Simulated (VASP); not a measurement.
# SiC (Fm-3m) in VASP: notebook

SiC is run at these levels: PBEsol; tasks: single point.

Everything below comes from runs of VASP 6.6.1. Logs are shortened: lines on timing, memory, paths and dates and some standing lists are left out, and cuts for length are marked.

**1. The cell of the first run**

Symmetry: Fm-3m, No. 225, cubic system. The conventional cell has a = 3.745 Å, b = 3.745 Å, c = 3.745 Å, α = 90.00°, β = 90.00°, γ = 90.00°. Within 2.5 Å of C (site symmetry m-3m) lie 6 Si at 1.87 Å. Si (site symmetry m-3m) has 6 C at 1.87 Å within 2.5 Å.

**2. Single point, PBEsol (volume scaled by 0.800)**

Contents of INCAR:

```
SYSTEM = SiC
ALGO = Normal
EDIFF = 1E-6
ENCUT = 520
GGA = PS
ISIF = 2
ISMEAR = 0
LASPH = .True.
LCHARG = .True.
LELF = .True.
LREAL = .False.
LVHAR = .True.
LWAVE = .False.
NBANDS = 11
NELM = 100
PREC = Accurate
SIGMA = 0.05
```

Contents of KPOINTS:

```
k-points
0
Gamma
  20 20 20
  0 0 0
```

Contents of POSCAR:

```
SiC
1.0
    0.0000000000      1.8724839556      1.8724839556
    1.8724839556      0.0000000000      1.8724839556
    1.8724839556      1.8724839556      0.0000000000
C Si
1 1
Direct
    0.0000000000      0.0000000000      0.0000000000
    0.5000000000      0.5000000000      0.5000000000
```

Potentials or basis: VASP PAW PBE potentials, release 64 (C, Si).

Started as:

```
$ cat potpaw_PBE.64/C/POTCAR potpaw_PBE.64/Si/POTCAR > POTCAR
$ mpirun -np 1 vasp_std > vasp.out
```

OUTCAR:

```text
SYSTEM = SiC
   EDIFF = 1E-6
   ENCUT = 520
   GGA = PS
   ISIF = 2
   ISMEAR = 0
   LASPH = .True.
   LREAL = .False.
   NELM = 100
   PREC = Accurate

 ion  position               nearest neighbor table
   1  0.000  0.000  0.000-   2 1.87   2 1.87   2 1.87   2 1.87   2 1.87   2 1.87
   2  0.500  0.500  0.500-   1 1.87   1 1.87   1 1.87   1 1.87   1 1.87   1 1.87

  LATTYP: Found a face centered cubic cell.
 ALAT       =     3.7449679112

  Lattice vectors:

 A1 = (   0.0000000000,   1.8724839556,   1.8724839556)
 A2 = (   1.8724839556,   0.0000000000,   1.8724839556)
 A3 = (   1.8724839556,   1.8724839556,   0.0000000000)

Analysis of symmetry for initial positions (statically):
=====================================================================
 Subroutine PRICEL returns:
 Original cell was already a primitive cell.

 Routine SETGRP: Setting up the symmetry group for a
 face centered cubic supercell.

 Subroutine GETGRP returns: Found 48 space group operations
 (whereof 48 operations were pure point group operations)
 out of a pool of 48 trial point group operations.

The static configuration has the point symmetry O_h .

Analysis of symmetry for dynamics (positions and initial velocities):
=====================================================================
 Subroutine PRICEL returns:
 Original cell was already a primitive cell.

 Routine SETGRP: Setting up the symmetry group for a
 face centered cubic supercell.

 Subroutine GETGRP returns: Found 48 space group operations
 (whereof 48 operations were pure point group operations)
 out of a pool of 48 trial point group operations.

The dynamic configuration has the point symmetry O_h .

 Subroutine INISYM returns: Found 48 space group operations
 (whereof 48 operations are pure point group operations),
 and found     1 'primitive' translations

----------------------------------------------------------------------------------------

                                     Primitive cell

  volume of cell :      13.1306

  direct lattice vectors                    reciprocal lattice vectors
     0.000000000  1.872483956  1.872483956    -0.267024985  0.267024985  0.267024985
     1.872483956  0.000000000  1.872483956     0.267024985 -0.267024985  0.267024985
     1.872483956  1.872483956  0.000000000     0.267024985  0.267024985 -0.267024985

  length of vectors
     2.648092205  2.648092205  2.648092205     0.462500841  0.462500841  0.462500841

  position of ions in fractional coordinates (direct lattice)
     0.000000000  0.000000000  0.000000000
     0.500000000  0.500000000  0.500000000

  ion indices of the primitive-cell ions
   primitive index   ion index
                 1           1
                 2           2

----------------------------------------------------------------------------------------

 KPOINTS: k-points

Automatic generation of k-mesh.
 Grid dimensions read from file:
 generate k-points for:   20   20   20

 Generating k-lattice:

  Cartesian coordinates                     Fractional coordinates (reciprocal lattice)
    -0.013351249  0.013351249  0.013351249     0.050000000  0.000000000  0.000000000
     0.013351249 -0.013351249  0.013351249     0.000000000  0.050000000  0.000000000
     0.013351249  0.013351249 -0.013351249     0.000000000  0.000000000  0.050000000

  Length of vectors
     0.023125042  0.023125042  0.023125042

  Shift w.r.t. Gamma in fractional coordinates (k-lattice)
     0.000000000  0.000000000  0.000000000

 Subroutine IBZKPT returns following result:
 ===========================================

 Found    256 irreducible k-points:

 Following reciprocal coordinates:
            Coordinates               Weight
  0.000000  0.000000  0.000000      1.000000
  0.050000  0.000000  0.000000      8.000000
  0.100000  0.000000  0.000000      8.000000
  0.150000  0.000000  0.000000      8.000000
  0.200000  0.000000  0.000000      8.000000
  0.250000  0.000000  0.000000      8.000000
[... 16 lines left out ...]
 -0.400000  0.050000  0.000000     24.000000
 -0.350000  0.050000  0.000000     24.000000
 [... further k-points ...]
   k-points           NKPTS =    256   k-points in BZ     NKDIM =    256   number of bands    NBANDS=     11
   number of dos      NEDOS =    301   number of ions     NIONS =      2
   total plane-waves  NPLWV =   8000
   dimension x,y,z NGX =    20 NGY =   20 NGZ =   20
   dimension x,y,z NGXF=    40 NGYF=   40 NGZF=   40
   ions per type =               1   1
   NGX,Y,Z   is equivalent  to a cutoff of  12.56, 12.56, 12.56 a.u.
   NGXF,Y,Z  is equivalent  to a cutoff of  25.11, 25.11, 25.11 a.u.
 SYSTEM =  SiC
   PREC   = accura    normal or accurate (medium, high low for compatibility)
   ISTART =      0    job   : 0-new  1-cont  2-samecut
   ICHARG =      2    charge: 1-file 2-atom 10-const
   ISPIN  =      1    spin polarized calculation?
   LNONCOLLINEAR =      F non collinear calculations
   LSORBIT =      F    spin-orbit coupling
   LASPH  =      T    aspherical Exc in radial PAW
   ENCUT  =  520.0 eV  38.22 Ry    6.18 a.u.   4.92  4.92  4.92*2*pi/ulx,y,z
   NELM   =    100;   NELMIN=  2; NELMDL= -5     # of ELM steps
   EDIFF  = 0.1E-05   stopping-criterion for ELM
   LREAL  =      F    real-space projection
   EDIFFG = 0.1E-04   stopping-criterion for IOM
   NSW    =      0    number of steps for IOM
   IBRION =     -1    ionic relax: 0-MD 1-quasi-New 2-CG
   NFREE  =      0    steps in history (QN), initial steepest desc. (CG)
   ISIF   =      2    stress and relaxation
   ISYM   =      2    0-nonsym 1-usesym 2-fastsym
   POTIM  = 0.5000    time-step for ionic-motion
   TEBEG  =    0.0;   TEEND  =   0.0 temperature during run
   PSTRESS=    0.0 pullay stress
   NELECT =       8.0000    total number of electrons
   NUPDOWN=      -1.0000    fix difference up-down
   EMIN   =  10.00;   EMAX   =-10.00  energy-range for DOS
   EFERMI =   0.00;   METHOD = LEGACY
   ISMEAR =     0;   SIGMA  =   0.05  broadening in eV -4-tet -1-fermi 0-gaus
   EFERMI_NEDOS =   21; number of points for ismear=-14 and -15
   IALGO  =     38    algorithm
   IMIX   =      4    mixing-type and parameters
     AMIX     =   0.40;   BMIX     =  1.00
     AMIX_MAG =   1.60;   BMIX_MAG =  1.00
  volume/ion in A,a.u.               =       6.57        44.30
  Fermi-wavevector in a.u.,A,eV,Ry     =   1.387853  2.622661 26.206661  1.926135
  Thomas-Fermi vector in A             =   2.512034
   LORBIT       =      0    0 simple, 1 ext, 2 COOP (PROOUT), +10 PAW based schemes
   GGA     = PS    functional components
   LHFCALC =     F    Hartree Fock is set to
   AEXX    =    0.0000 exact exchange contribution
   IVDW    =     0    specifies the selected vdW correction
   LEPSILON=     F    determine dielectric tensor
   LRPA    =     F    only Hartree local field effects (RPA)
 non-spin polarized calculation
 Gauss-broadening in eV      SIGMA  =   0.05
  energy-cutoff  :      520.00
  volume of cell :       13.13
 maximum number of plane-waves:       365
   NGX =  9   NGY =  9   NGZ =  9

 number of electron       7.9999999 magnetization

 Free energy of the ion-electron system (eV)
  ---------------------------------------------------
  ext. energy  EPLUGINS =         0.00000000
  ---------------------------------------------------
  free energy    TOTEN  =       -13.79905292 eV

  energy without entropy =      -13.79905292  energy(sigma->0) =      -13.79905292

 E-fermi :  16.5267     XC(G=0): -13.8681

 val. band max:       16.3130154101   @ k =   0.0000   0.0000   0.0000
 cond. band min:      17.1094855816   @ k =   0.5000   0.5000   0.0000
 fundamental gap:      0.7964701715
 Fermi energy:        16.5266788686

 k-point     1 :       0.0000    0.0000    0.0000
  band No.  band energies     occupation
      1      -5.1219      2.00000
      2      16.3130      2.00000
      3      16.3130      2.00000
      4      16.3130      2.00000
      5      25.2087      0.00000
      6      25.2087      0.00000
      7      25.2087      0.00000
      8      28.4724      0.00000
      9      31.3749      0.00000
     10      31.3749      0.00000
     11      31.9681      0.00000

 k-point     2 :       0.0500    0.0000    0.0000
  band No.  band energies     occupation
      1      -5.0508      2.00000
      2      15.9135      2.00000
      3      16.2466      2.00000
      4      16.2466      2.00000
      5      25.0993      0.00000
      6      25.3596      0.00000
      7      25.3596      0.00000
      8      28.5927      0.00000
      9      30.2139      0.00000
     10      30.2139      0.00000
     11      32.0924      0.00000

 k-point     3 :       0.1000    0.0000    0.0000
  band No.  band energies     occupation
      1      -4.8381      2.00000
      2      14.8435      2.00000
      3      16.0651      2.00000
      4      16.0651      2.00000
      5      24.8385      0.00000
      6      25.7440      0.00000
      7      25.7440      0.00000
      8      28.9633      0.00000
      9      28.9633      0.00000
     10      28.9678      0.00000
     11      31.8080      0.00000

 k-point     4 :       0.1500    0.0000    0.0000
  band No.  band energies     occupation
      1      -4.4845      2.00000
      2      13.3589      2.00000
      3      15.8101      2.00000
      4      15.8101      2.00000
      5      24.5383      0.00000
      6      26.0166      0.00000
      7      26.0166      0.00000
      8      28.2590      0.00000
      9      28.2590      0.00000
     10      29.5592      0.00000
     11      31.3750      0.00000
[... 239 lines left out ...]
 k-point    22 :      -0.4500    0.0500    0.0000
  band No.  band energies     occupation
      1       0.7507      2.00000
      2       3.1735      2.00000
      3      14.1163      2.00000
      4      14.5099      2.00000
      5      22.5497      0.00000
      6      22.8626      0.00000
      7      23.9737      0.00000
      8      29.1042      0.00000
      9      33.6909      0.00000
     10      35.4987      0.00000
     11      36.1353      0.00000

 k-point    23 :      -0.4000    0.0500    0.0000
  band No.  band energies     occupation
      1      -0.2907      2.00000
      2       4.4869      2.00000
      3      14.0824      2.00000
      4      14.6939      2.00000
      5      22.8841      0.00000
      6      22.9336      0.00000
      7      23.9798      0.00000
      8      29.2992      0.00000
      9      33.2198      0.00000
     10      34.0222      0.00000
     11      35.6299      0.00000

 k-point    24 :      -0.3500    0.0500    0.0000
  band No.  band energies     occupation
      1      -1.3238      2.00000
      2       6.0197      2.00000
      3      14.1225      2.00000
      4      14.9278      2.00000
      5      23.1848      0.00000
      6      23.3777      0.00000
      7      24.0080      0.00000
      8      29.6332      0.00000
      9      32.3756      0.00000
     10      32.4047      0.00000
     11      34.5999      0.00000

 [... further k-points ...]

------------------------ aborting loop because EDIFF is reached ----------------------------------------

  FORCE on cell =-STRESS in cart. coord.  units (eV):
  Direction    XX          YY          ZZ          XY          YZ          ZX
  --------------------------------------------------------------------------------------
  -------------------------------------------------------------------------------------
  Total        7.7787247      7.7787247      7.7787247     -0.0000000     -0.0000000     -0.0000000
  in kB      949.1496080    949.1496080    949.1496080     -0.0000000     -0.0000000     -0.0000000
  external PRESSURE =     949.1496080 kB  Pullay stress =       0.0000000 kB

 VOLUME and BASIS-vectors are now :
 -----------------------------------------------------------------------------
  energy-cutoff  :      520.00
  volume of cell :       13.13
      direct lattice vectors                 reciprocal lattice vectors
     0.000000000  1.872483956  1.872483956    -0.267024985  0.267024985  0.267024985
     1.872483956  0.000000000  1.872483956     0.267024985 -0.267024985  0.267024985
     1.872483956  1.872483956  0.000000000     0.267024985  0.267024985 -0.267024985

 POSITION                                       TOTAL-FORCE (eV/Angst)
 -----------------------------------------------------------------------------------
      0.00000      0.00000      0.00000        -0.000000      0.000000      0.000000
      1.87248      1.87248      1.87248         0.000000      0.000000     -0.000000
 -----------------------------------------------------------------------------------
    total drift:                                0.000000     -0.000000     -0.000000

  FREE ENERGIE OF THE ION-ELECTRON SYSTEM (eV)
  ---------------------------------------------------
  free  energy   TOTEN  =       -13.7990529210 eV

  energy  without entropy=      -13.7990529210  energy(sigma->0) =      -13.79905292
```

It took 42 s on 1 thread of Intel Xeon 8259CL, shared host; peak memory 0.15 GiB.

What came out:

| Property | Result |
| --- | --- |
| Free energy | -13.7991 eV |
| Pressure | 94.9 GPa |
| Band gap on the k mesh | 0.80 eV, indirect (least direct gap 6.13 eV) |

Caveat: the cell differs from its parent crystal (volume scaled by 0.800); the PAW data sets were made with another functional, which shifts forces and pressure a little. A k mesh can miss the band edges.

**3. Single point, PBEsol**

This run uses another cell than the first one, of 9.10 Å³/atom, 1.387 times its volume.

Contents of INCAR:

```
SYSTEM = SiC
  PREC = Accurate
  ENCUT = 520
  EDIFF = 1E-7
  ISMEAR = 0
  SIGMA = 0.05
  LREAL = .False.
  LASPH = .True.
  NELM = 60
  ALGO = Normal
  ISIF = 2
  LWAVE = .False.
  LCHARG = .False.
  GGA = PS
  NBANDS = 11
```

Contents of KPOINTS:

```
Automatic mesh
0
Gamma
  18 18 18
  0 0 0
```

Contents of POSCAR:

```
SiC
1.0
    0.0000000000      2.0881007700      2.0881007700
    2.0881007700      0.0000000000      2.0881007700
    2.0881007700      2.0881007700      0.0000000000
C Si
1 1
Direct
    0.0000000000      0.0000000000      0.0000000000
    0.5000000000      0.5000000000      0.5000000000
```

Potentials or basis: VASP PAW PBE potentials, release 64 (C, Si).

Started as:

```
$ cat potpaw_PBE.64/C/POTCAR potpaw_PBE.64/Si/POTCAR > POTCAR
$ mpirun -np 1 vasp_std > vasp.out
```

Wall time 47 s (1 thread of Intel Xeon 8259CL, shared host); peak memory 0.16 GiB.

The run converged. Its results:

| Property | Result |
| --- | --- |
| Free energy | -14.4757 eV |
| Pressure | -21.1 GPa |
| Band gap on the k mesh | zero (band 4 reaches 11.10 eV, above the bottom of band 5 at 9.46 eV) |

Levels at points of the mesh, in eV from the Fermi level:
```
           k point  band 1  band 2  band 3  band 4  band 5  band 6  band 7  band 8  band 9
(0.00, 0.00, 0.00)  -17.31    0.12    0.12    0.12    6.04    8.95    8.95    8.95   11.67
(0.50, 0.00, 0.00)  -12.48  -10.76   -0.72   -0.72    4.94    4.94    5.40    8.63   13.96
(0.50, 0.50, 0.00)  -10.93   -8.92   -3.85   -3.85   -1.39    2.92   13.62   13.62   13.94
```

Caveat: the PAW data sets were made with another functional, which shifts forces and pressure a little.
